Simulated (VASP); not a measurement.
# ZnS (F-43m) in VASP: single point with PBE

Aim: the single point of ZnS with PBE.

Everything below comes from runs of VASP 6.6.1. Logs are shortened: lines on timing, memory, paths and dates and some standing lists are left out, and cuts for length are marked.

### 1 The cell of the first run

It takes space group F-43m (No. 216, cubic). Conventional cell: a = 5.409 Å, b = 5.409 Å, c = 5.409 Å, α = 90.00°, β = 90.00°, γ = 90.00°. Within 3.1 Å of Zn (site symmetry -43m) lie 4 S at 2.34 Å. Within 3.1 Å of S (site symmetry -43m) lie 4 Zn at 2.34 Å.

### 2 Single point, PBE

The input, INCAR:

```
SYSTEM = ZnS
PREC = Accurate ; ENCUT = 520
EDIFF = 1E-6 ; ISMEAR = 0
SIGMA = 0.1 ; LREAL = Auto
LASPH = .TRUE. ; NELM = 100
ALGO = Normal ; ISIF = 2
LWAVE = .FALSE. ; LCHARG = .FALSE.
GGA = PE ; NBANDS = 86
ISYM = 0
```

The input, KPOINTS:

```
Automatic mesh
0
Gamma
  2 2 2
  0.5 0.5 0.5
```

The input, POSCAR:

```
ZnS
1.0
    5.4093000000     -5.4093000000      0.0000000000
    5.4093000000      0.0000000000      5.4093000000
    0.0000000000     -5.4093000000      5.4093000000
Zn S
8 8
Direct
    0.5000000000      0.0000000000      0.0000000000
    0.5000000000      0.0000000000      0.5000000000
    0.5000000000      0.5000000000      0.0000000000
    0.5000000000      0.5000000000      0.5000000000
    0.0000000000      0.0000000000      0.0000000000
    0.0000000000      0.0000000000      0.5000000000
    0.0000000000      0.5000000000      0.0000000000
    0.0000000000      0.5000000000      0.5000000000
    0.1250000000      0.1250000000      0.6250000000
    0.1250000000      0.1250000000      0.1250000000
    0.1250000000      0.6250000000      0.6250000000
    0.1250000000      0.6250000000      0.1250000000
    0.6250000000      0.1250000000      0.6250000000
    0.6250000000      0.1250000000      0.1250000000
    0.6250000000      0.6250000000      0.6250000000
    0.6250000000      0.6250000000      0.1250000000
```

Potentials or basis: VASP PAW PBE potentials, release 64 (Zn, S).

Command:

```bash
> cat potpaw_PBE.64/Zn/POTCAR potpaw_PBE.64/S/POTCAR > POTCAR
> mpirun -np 1 vasp_std > vasp.out
```

OUTCAR:

```text
SYSTEM = ZnS
   PREC = Accurate
   ENCUT = 520
   EDIFF = 1E-6
   ISMEAR = 0
   LREAL = Auto
   LASPH = .TRUE.
   NELM = 100
   ISIF = 2
   GGA = PE
   ISYM = 0

 ion  position               nearest neighbor table
   1  0.500  0.000  0.000-  10 2.34  13 2.34  14 2.34  16 2.34
   2  0.500  0.000  0.500-   9 2.34  13 2.34  14 2.34  15 2.34
   3  0.500  0.500  0.000-  12 2.34  14 2.34  15 2.34  16 2.34
   4  0.500  0.500  0.500-  11 2.34  13 2.34  15 2.34  16 2.34
   5  0.000  0.000  0.000-   9 2.34  10 2.34  12 2.34  14 2.34
   6  0.000  0.000  0.500-   9 2.34  10 2.34  11 2.34  13 2.34
[... 8 lines left out ...]
  15  0.625  0.625  0.625-   2 2.34   3 2.34   4 2.34   8 2.34
  16  0.625  0.625  0.125-   1 2.34   3 2.34   4 2.34   7 2.34

IMPORTANT INFORMATION: All symmetrisations will be switched off!
NOSYMM: (Re-)initialisation of all symmetry stuff for point group C_1.

----------------------------------------------------------------------------------------

                                     Primitive cell

  volume of cell :     316.5579

  direct lattice vectors                    reciprocal lattice vectors
     5.409300000 -5.409300000  0.000000000     0.092433402 -0.092433402 -0.092433402
     5.409300000  0.000000000  5.409300000     0.092433402  0.092433402  0.092433402
     0.000000000 -5.409300000  5.409300000    -0.092433402 -0.092433402  0.092433402

  length of vectors
     7.649905423  7.649905423  7.649905423     0.160099348  0.160099348  0.160099348

  position of ions in fractional coordinates (direct lattice)
     0.500000000  0.000000000  0.000000000
     0.500000000  0.000000000  0.500000000
     0.500000000  0.500000000  0.000000000
     0.500000000  0.500000000  0.500000000
     0.000000000  0.000000000  0.000000000
     0.000000000  0.000000000  0.500000000
[... 8 lines left out ...]
     0.625000000  0.625000000  0.625000000
     0.625000000  0.625000000  0.125000000

  ion indices of the primitive-cell ions
   primitive index   ion index
                 1           1
                 2           2
                 3           3
                 4           4
                 5           5
                 6           6
[... 8 lines left out ...]
                15          15
                16          16

----------------------------------------------------------------------------------------

 KPOINTS: Automatic mesh

Automatic generation of k-mesh.
 Grid dimensions read from file:
 generate k-points for:    2    2    2

 Generating k-lattice:

  Cartesian coordinates                     Fractional coordinates (reciprocal lattice)
     0.046216701 -0.046216701 -0.046216701     0.500000000  0.000000000  0.000000000
     0.046216701  0.046216701  0.046216701     0.000000000  0.500000000  0.000000000
    -0.046216701 -0.046216701  0.046216701     0.000000000  0.000000000  0.500000000

  Length of vectors
     0.080049674  0.080049674  0.080049674

  Shift w.r.t. Gamma in fractional coordinates (k-lattice)
     0.500000000  0.500000000  0.500000000

 Subroutine IBZKPT returns following result:
 ===========================================

 Found     16 irreducible k-points:

 Following reciprocal coordinates:
            Coordinates               Weight
  0.250000  0.250000  0.250000      2.000000
  0.250000  0.000000  0.000000      2.000000
  0.000000  0.000000 -0.250000      2.000000
  0.000000  0.250000  0.000000      2.000000
 -0.250000  0.250000  0.250000      2.000000
  0.250000 -0.250000  0.250000      2.000000
[... 8 lines left out ...]
  0.000000  0.250000  0.500000      2.000000
  0.500000  0.250000  0.000000      2.000000
   k-points           NKPTS =     16   k-points in BZ     NKDIM =     16   number of bands    NBANDS=     86
   number of dos      NEDOS =    301   number of ions     NIONS =     16
   total plane-waves  NPLWV = 216000
   dimension x,y,z NGX =    60 NGY =   60 NGZ =   60
   dimension x,y,z NGXF=   120 NGYF=  120 NGZF=  120
   ions per type =               8   8
   NGX,Y,Z   is equivalent  to a cutoff of  13.04, 13.04, 13.04 a.u.
   NGXF,Y,Z  is equivalent  to a cutoff of  26.08, 26.08, 26.08 a.u.
 SYSTEM =  ZnS
   PREC   = accura    normal or accurate (medium, high low for compatibility)
   ISTART =      0    job   : 0-new  1-cont  2-samecut
   ICHARG =      2    charge: 1-file 2-atom 10-const
   ISPIN  =      1    spin polarized calculation?
   LNONCOLLINEAR =      F non collinear calculations
   LSORBIT =      F    spin-orbit coupling
   LASPH  =      T    aspherical Exc in radial PAW
   ENCUT  =  520.0 eV  38.22 Ry    6.18 a.u.  14.22 14.22 14.22*2*pi/ulx,y,z
   NELM   =    100;   NELMIN=  2; NELMDL= -5     # of ELM steps
   EDIFF  = 0.1E-05   stopping-criterion for ELM
   LREAL  =      T    real-space projection
   EDIFFG = 0.1E-04   stopping-criterion for IOM
   NSW    =      0    number of steps for IOM
   IBRION =     -1    ionic relax: 0-MD 1-quasi-New 2-CG
   NFREE  =      0    steps in history (QN), initial steepest desc. (CG)
   ISIF   =      2    stress and relaxation
   ISYM   =      0    0-nonsym 1-usesym 2-fastsym
   POTIM  = 0.5000    time-step for ionic-motion
   TEBEG  =    0.0;   TEEND  =   0.0 temperature during run
   PSTRESS=    0.0 pullay stress
   NELECT =     144.0000    total number of electrons
   NUPDOWN=      -1.0000    fix difference up-down
   EMIN   =  10.00;   EMAX   =-10.00  energy-range for DOS
   EFERMI =   0.00;   METHOD = LEGACY
   ISMEAR =     0;   SIGMA  =   0.10  broadening in eV -4-tet -1-fermi 0-gaus
   EFERMI_NEDOS =   21; number of points for ismear=-14 and -15
   IALGO  =     38    algorithm
   IMIX   =      4    mixing-type and parameters
     AMIX     =   0.40;   BMIX     =  1.00
     AMIX_MAG =   1.60;   BMIX_MAG =  1.00
  volume/ion in A,a.u.               =      19.78       133.51
  Fermi-wavevector in a.u.,A,eV,Ry     =   1.259055  2.379268 21.568210  1.585219
  Thomas-Fermi vector in A             =   2.392634
   LORBIT       =      0    0 simple, 1 ext, 2 COOP (PROOUT), +10 PAW based schemes
   GGA     = PE    functional components
   LHFCALC =     F    Hartree Fock is set to
   AEXX    =    0.0000 exact exchange contribution
   IVDW    =     0    specifies the selected vdW correction
   LEPSILON=     F    determine dielectric tensor
   LRPA    =     F    only Hartree local field effects (RPA)
 non-spin polarized calculation
 Gauss-broadening in eV      SIGMA  =   0.10
  energy-cutoff  :      520.00
  volume of cell :      316.56
 maximum number of plane-waves:      8524
 NGX is ok and might be reduce to    60
   NGX = 29   NGY = 29   NGZ = 29

 number of electron     144.0000127 magnetization

 Free energy of the ion-electron system (eV)
  ---------------------------------------------------
  ext. energy  EPLUGINS =         0.00000000
  ---------------------------------------------------
  free energy    TOTEN  =       -54.79324830 eV

  energy without entropy =      -54.79324830  energy(sigma->0) =      -54.79324830

 E-fermi :   2.4032     XC(G=0):  -9.6162

 val. band max:        1.9325186488   @ k =   0.2500   0.0000   0.0000
 cond. band min:       5.0013742298   @ k =   0.0000   0.2500   0.0000
 fundamental gap:      3.0688555809
 Fermi energy:         2.4032430125

 k-point     1 :       0.2500    0.2500    0.2500
  band No.  band energies     occupation
      1     -10.9249      2.00000
      2     -10.2774      2.00000
      3     -10.0796      2.00000
      4     -10.0796      2.00000
      5     -10.0795      2.00000
      6      -9.8610      2.00000
[... 76 lines left out ...]
     83       6.7315      0.00000
     84       8.4187      0.00000

 k-point     2 :       0.2500    0.0000    0.0000
  band No.  band energies     occupation
      1     -10.9249      2.00000
      2     -10.2774      2.00000
      3     -10.0796      2.00000
      4     -10.0796      2.00000
      5     -10.0795      2.00000
      6      -9.8610      2.00000
[... 1207 lines left out ...]
     83       8.0465      0.00000
     84       8.0465      0.00000

 k-point    16 :       0.5000    0.2500    0.0000
  band No.  band energies     occupation
      1     -10.6444      2.00000
      2     -10.4238      2.00000
      3     -10.2067      2.00000
      4     -10.0963      2.00000
      5     -10.0963      2.00000
      6      -9.9497      2.00000
[... 76 lines left out ...]
     83       8.0465      0.00000
     84       8.0465      0.00000
 [bands above 84 left out]

------------------------ aborting loop because EDIFF is reached ----------------------------------------

  FORCE on cell =-STRESS in cart. coord.  units (eV):
  Direction    XX          YY          ZZ          XY          YZ          ZX
  --------------------------------------------------------------------------------------
  -------------------------------------------------------------------------------------
  Total        3.0591024      3.0590852      3.0591267     -0.0002089     -0.0001624      0.0002710
  in kB       15.4828674     15.4827805     15.4829906     -0.0010571     -0.0008218      0.0013717
  external PRESSURE =      15.4828795 kB  Pullay stress =       0.0000000 kB

 VOLUME and BASIS-vectors are now :
 -----------------------------------------------------------------------------
  energy-cutoff  :      520.00
  volume of cell :      316.56
      direct lattice vectors                 reciprocal lattice vectors
     5.409300000 -5.409300000  0.000000000     0.092433402 -0.092433402 -0.092433402
     5.409300000  0.000000000  5.409300000     0.092433402  0.092433402  0.092433402
     0.000000000 -5.409300000  5.409300000    -0.092433402 -0.092433402  0.092433402

 POSITION                                       TOTAL-FORCE (eV/Angst)
 -----------------------------------------------------------------------------------
      2.70465     -2.70465      0.00000        -0.000013      0.000007     -0.000011
      2.70465     -5.40930      2.70465        -0.000003     -0.000002     -0.000012
      5.40930     -2.70465      2.70465         0.000001      0.000005     -0.000003
      5.40930     -5.40930      5.40930        -0.000002      0.000014     -0.000005
      0.00000      0.00000      0.00000        -0.000005      0.000001     -0.000002
      0.00000     -2.70465      2.70465        -0.000012      0.000010     -0.000015
[... 8 lines left out ...]
      6.76163     -6.76163      6.76163         0.000035      0.000028      0.000027
      6.76163     -4.05698      4.05698         0.000034     -0.000022      0.000003
 -----------------------------------------------------------------------------------
    total drift:                                0.000069     -0.000083      0.000078

  FREE ENERGIE OF THE ION-ELECTRON SYSTEM (eV)
  ---------------------------------------------------
  free  energy   TOTEN  =       -54.7932483041 eV

  energy  without entropy=      -54.7932483041  energy(sigma->0) =      -54.79324830
```

Wall time 18 min (1 thread of AMD EPYC 7R13 (Zen 3), shared host); peak memory 0.6 GiB.

Results:

- Free energy: -54.7932 eV
- Pressure: 1.5 GPa
- Band gap on the k mesh: 3.07 eV
